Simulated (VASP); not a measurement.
Set up this calculation in VASP 6.6.1, as the native input.

* Task: single point
* Functional: PBEsol
* Potentials or basis: VASP PAW PBE potentials, release 64 (Ti_sv, Co)
* Cutoff: 520 eV
* k mesh: 10 × 10 × 10
* Occupations: fermi-dirac, width 0.05 eV
* Spin: collinear spin, ferrimagnetic start
* Starting moments: [-0.221, 0.65, 0.65, 0.651] μB
* Fixed moment: 1.73 μB
* Dipole correction: no
* Further INCAR settings: ALGO = Normal; EDIFF = 1e-06; NBANDS = 32

The structure of TiCo3 lies in POSCAR:

```
TiCo3
1.0
    3.5710000000      0.0000000000      0.0000000000
    0.0000000000      3.5710000000      0.0000000000
    0.0000000000      0.0000000000      3.5710000000
Ti Co
1 3
Direct
    0.0000000000      0.0000000000      0.0000000000
    0.0000000000      0.5000000000      0.5000000000
    0.5000000000      0.0000000000      0.5000000000
    0.5000000000      0.5000000000      0.0000000000
```

One way to write it, as run:

INCAR

```
SYSTEM = TiCo3
PREC = Accurate
ENCUT = 520
EDIFF = 1E-6
ISMEAR = -1
SIGMA = 0.05
LREAL = .FALSE.
LASPH = .TRUE.
NELM = 150
ALGO = Normal
ISIF = 2
LWAVE = .FALSE.
LCHARG = .TRUE.
ISPIN = 2
MAGMOM = -0.221 0.65 0.65 0.651
LORBIT = 11
NUPDOWN = 1.73
LMAXMIX = 4
GGA = PS
LELF = .TRUE.
LVHAR = .TRUE.
NBANDS = 32
```

KPOINTS

```
regular mesh
0
G
  10 10 10
  0 0 0
```

Potentials or basis: VASP PAW PBE potentials, release 64 (Ti_sv, Co).

Command:

```console
$ cat potpaw_PBE.64/Ti_sv/POTCAR potpaw_PBE.64/Co/POTCAR > POTCAR
$ mpirun -np 1 vasp_std > vasp.out
```

Results of the run:

* Pressure: -6.7 GPa
* Net moment: 1.73 μB per cell
* Site moments: Ti -0.23; Co +0.67 μB
* Valence electrons inside the program's atomic spheres: Ti 10.43; Co 8.36

Caveat: the cell stands under tension; the PAW data sets were made with another functional, which shifts forces and pressure a little; the total moment is fixed, so each spin has its own Fermi level and the state may be an excited one.

It took 4.8 min on 1 thread of Intel(R) Xeon(R) Platinum 8488C (Sapphire Rapids), on a shared host, peak memory 0.37 GiB.
